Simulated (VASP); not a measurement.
**Mo: single point with PBE**

Mo, a slab with vacuum:

```
CELL_PARAMETERS angstrom
4.47010 0.00000 0.00000
-2.23505 3.87122 0.00000
0.00000 0.00000 16.00000
ATOMIC_POSITIONS crystal
Mo 0.00000 0.00000 0.50000
```

```
Program                 : VASP 6.6.1
Task                    : single point
Functional              : PBE
Potentials or basis     : VASP PAW PBE potentials, release 64 (Mo_sv)
Cutoff                  : 520 eV
k mesh                  : 10 × 10 × 1
Occupations             : fermi-dirac, width 0.1 eV
Spin                    : no spin polarisation
Dipole correction       : yes
k mesh for the DOS      : 15 × 15 × 1
Occupations for the DOS : tetrahedron
Further INCAR settings  : ALGO = Normal; EDIFF = 1e-06; NBANDS = 13
```

* Valence electrons inside the program's atomic spheres: Mo 11.93

Levels at points of the mesh, in eV from the Fermi level:
```csv
k point,band 4,band 5,band 6,band 7,band 8,band 9,band 10,band 11
"(0.00, 0.00, 0.00)",-35.00,-1.62,-0.12,-0.07,-0.07,0.19,0.19,2.02
```

Run time: 3.6 min on 1 thread of Intel Xeon 8259CL, with other jobs on the host, peak memory 0.39 GiB.
